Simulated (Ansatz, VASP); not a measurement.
Two plane-wave programs on Sb

File INCAR:

```
PREC = Accurate
ENCUT = 520
EDIFF = 1E-6
ISMEAR = -1
SIGMA = 0.1
LREAL = False
LASPH = True
NELM = 100
ALGO = Normal
ISIF = 2
LWAVE = False
LCHARG = False
GGA = PS
NBANDS = 14
```

KPOINTS

```
regular mesh
0
Gamma
  8 8 11
```

Contents of POSCAR:

```
Sb
1.0
    5.1227486180      0.0000000000      0.0000000000
   -2.5613743090      4.4364304404      0.0000000000
    0.0000000000      0.0000000000      3.0575310740
Sb
3
Direct
    1.0000000000      0.0000000000      0.0000000000
    0.3333333333      0.6666666667      0.5000000000
    0.6666666667      0.3333333333      0.5000000000
```

Input for Ansatz:

```yaml
crystal:
  lattice:
    - [5.122748618, 0.0, 0.0]
    - [-2.561374309, 4.4364304404, 0.0]
    - [0.0, 0.0, 3.057531074]
  atoms:
    - { symbol: Sb, position: [1.0, 0.0, 0.0] }
    - { symbol: Sb, position: [0.3333333333, 0.6666666667, 0.5] }
    - { symbol: Sb, position: [0.6666666667, 0.3333333333, 0.5] }
hamiltonian:
  xc: pbesol
  pseudopotentials:
    kind: paw
    azcp:
      Sb: "pseudopotentials/Sb.paw.azcp"
basis:
  ecutwfc: 420
  fft_grid_basis: typed
kpoints:
  mp_grid: { grid: [8, 8, 11], shift: [0, 0, 0] }
magnetization:
  spin_polarized: false
scf:
  occupations: { method: fermi_dirac, width: 0.1 }
  lower_state_search: "off"
output:
  stress: true
```

Alike in both runs: task single point; functional PBEsol; k mesh 8 × 8 × 11; occupations fermi-dirac, width 0.1 eV; no spin polarisation.

```csv
,VASP,Ansatz
version,VASP 6.6.1,Ansatz 0.2.0
potentials or method,"VASP PAW PBE potentials, release 64 (Sb), cutoff 520 eV","plane waves (420 eV) with PAW, scalar-relativistic"
valence electrons in the cell,15,45
```

|  | VASP | Ansatz | Ansatz less VASP |
| --- | --- | --- | --- |
| pressure (GPa) | 11.5 | 11.3 | -0.18 |
| traceless stress, the component that is largest in VASP (GPa) | -2.24 | -2.24 | -0.004 |

VASP's potentials were made for PBE, not for PBEsol, and Ansatz warns of the same on its side. VASP's potentials hold 15 valence electrons a cell and Ansatz's 45, so a difference there can come from the potentials and not from the codes.

Neither program's run includes spin-orbit coupling.
